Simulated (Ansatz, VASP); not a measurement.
# GdO in VASP and in Ansatz

```
Gd O
1.0
     2.99448    0.00000    0.00000
     0.00000    2.99448    0.00000
     0.00000    0.00000    2.99448
Gd O
1 1
Direct
  0.00000 0.00000 0.00000
  0.50000 0.50000 0.50000
```

Alike in both runs: task single point; functional r2SCAN; k mesh 12 × 12 × 12; occupations gaussian, width 0.01 eV; collinear spin.

|  | VASP | Ansatz |
| --- | --- | --- |
| version | VASP 6.6.1 | Ansatz 0.2.0 |
| potentials or method | VASP PAW PBE potentials, release 64 (Gd, O), cutoff 520 eV | scalar-relativistic, plane waves, PAW |
| valence electrons in the cell | 24 | 24 |

|  | VASP | Ansatz | Ansatz less VASP |
| --- | --- | --- | --- |
| gap on the k mesh at the Fermi level (eV) | none | none | - |
| pressure (GPa) | -0.1 | -0.2 | -0.06 |
| net moment per atom (μB) | 3.72 | 3.72 | 0.000 |
| size of the moment on the site where the two differ most (μB) | 7.00 | 7.14 | +0.133 |

VASP's potentials were made for PBE, not for r2SCAN. Site moments also hang on the region over which each program counts them. A gap of «none» marks a metal or a gap that the smearing closes. Ansatz's warnings: stability check not made.

Neither program's run includes spin-orbit coupling.
